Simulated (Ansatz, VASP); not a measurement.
**One calculation of Sb, two programs**

INCAR

```
ALGO = Normal ; EDIFF = 1E-7
EDIFFG = -0.005 ; ENCUT = 500
GGA_COMPAT = False ; IBRION = 2
ISIF = 3 ; ISMEAR = 0
LASPH = True ; LCHARG = False
LREAL = False ; LWAVE = False
NELM = 120 ; NELMIN = 4
NSW = 70 ; PREC = Accurate
SIGMA = 0.1
```

File KPOINTS:

```
k-points
0
Gamma
  12 12 12
```

The input POSCAR:

```
Sb
1.0
    2.1616083304      1.2480051515      3.6796745313
   -2.1616083304      1.2480051515      3.6796745313
    0.0000000000     -2.4960103029      3.6796745313
Sb
2
Direct
    0.2361487230      0.2361487230      0.2361487230
    0.7638512770      0.7638512770      0.7638512770
```

Input for Ansatz:

```yaml
crystal:
  lattice:
    - [2.1616083255, 1.2480051486, 3.6796745288]
    - [-2.1616083255, 1.2480051486, 3.6796745288]
    - [0.0, -2.4960102972, 3.6796745288]
  atoms:
    - { symbol: Sb, position: [0.2361487235, 0.2361487235, 0.2361487235] }
    - { symbol: Sb, position: [0.7638512765, 0.7638512765, 0.7638512765] }
basis:
  ecutwfc: 420
kpoints:
  mp_grid: { grid: [12, 12, 12] }
hamiltonian:
  xc: lda
scf:
  occupations: { method: gaussian, width: 0.1 }
output:
  forces: true
  stress: true
  eigenvalues: true
relax:
  adjacent_minimum: "off"
  f_tol: 0.005
  max_steps: 50
  cell: { stress_tol: 0.05 }
```

Alike in both runs: task relaxation of cell and atoms; functional LDA; k mesh 12 × 12 × 12; occupations gaussian, width 0.1 eV; no spin polarisation.

|  | VASP | Ansatz |
| --- | --- | --- |
| version | VASP 6.6.1 | Ansatz 0.2.0 |
| potentials or method | VASP PAW LDA potentials, release 64 (Sb), cutoff 500 eV | scalar-relativistic, plane waves, PAW |
| valence electrons in the cell | 10 | 30 |

Ansatz gave:

| Property | Result |
| --- | --- |
| gap on the k mesh at the Fermi level, each at its own relaxed structure (eV) | none |
| relaxed volume (Å³/atom) | 29.20 |
| relaxed cell length with the largest relative difference (Å) | 4.418 |

Task: What did VASP give for the same quantities?

Result: gap on the k mesh at the Fermi level, each at its own relaxed structure (eV): none; relaxed volume (Å³/atom): 29.23; relaxed cell length with the largest relative difference (Å): 4.413.

LDA's correlation is that of Perdew and Zunger in VASP and of Perdew and Wang (1992) in Ansatz. A gap of «none» marks a metal or a gap that the smearing closes. VASP's potentials hold 10 valence electrons a cell and Ansatz's 30, so a difference there can come from the potentials and not from the codes.

Neither program's run includes spin-orbit coupling.
